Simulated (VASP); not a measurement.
## SiC: dielectric tensor with r2SCAN

Crystal: SiC.

```
Si C
1.0
     2.95234    0.00000    0.00000
    -1.47617    2.55680    0.00000
     0.00000    0.00000    4.84618
Si C
2 2
Direct
  0.33333 0.66667 0.99968
  0.66667 0.33333 0.49968
  0.33333 0.66667 0.37532
  0.66667 0.33333 0.87532
```

This cell differs from its parent crystal: strain -4.0%.

- Program: VASP 6.6.1
- Task: dielectric tensor
- Functional: r2SCAN
- Potentials or basis: VASP PAW PBE potentials, release 64 (Si, C)
- Cutoff: 520 eV
- k mesh: 9 × 9 × 4
- Occupations: gaussian, width 0.01 eV
- Spin: no spin polarisation
- Dipole correction: no
- Further INCAR settings: ALGO = Normal; EDIFF = 1e-08

* Band gap on the k mesh: 2.46 eV (least direct gap 4.82 eV)
* Electronic dielectric tensor (diagonal): 6.19, 6.19, 6.53
* Born charges (mean of the diagonal): Si +2.81; C -2.81 e

Levels at points of the mesh, in eV from the valence-band top:
| k point | band 4 | band 5 | band 6 | band 7 | band 8 | band 9 | band 10 | band 11 | band 12 |
| --- | --- | --- | --- | --- | --- | --- | --- | --- | --- |
| (0.00, 0.00, 0.00) | -1.44 | -1.44 | -0.12 | 0.00 | 0.00 | 6.53 | 8.02 | 8.02 | 8.12 |
| (0.00, 0.00, 0.50) | -4.88 | -0.77 | -0.77 | -0.77 | -0.77 | 7.65 | 7.65 | 8.64 | 8.64 |

Electronic dielectric tensor:
```
6.19 0.00 0.00
0.00 6.19 0.00
0.00 0.00 6.53
```

Born effective charge tensors (e):
atom 1, Si
```
2.75 0.00 0.00
0.00 2.75 0.00
0.00 0.00 2.95
```
atom 2, Si
```
2.75 0.00 0.00
0.00 2.75 0.00
0.00 0.00 2.95
```
atom 3, C
```
-2.75  0.00  0.00
 0.00 -2.75  0.00
 0.00  0.00 -2.95
```
atom 4, C
```
-2.75  0.00  0.00
 0.00 -2.75  0.00
 0.00  0.00 -2.95
```

Dipole moments of the cell (e·Å, modulo the quantum): ionic 0.000, 0.000, 14.539; electronic 0.000, 0.000, -0.108

It took 45 min on 1 thread of Intel Xeon 8259CL, with other jobs on the host, peak memory 0.4 GiB.

Caveat: the cell differs from its parent crystal (strain -4.0%). A k mesh can miss the band edges.
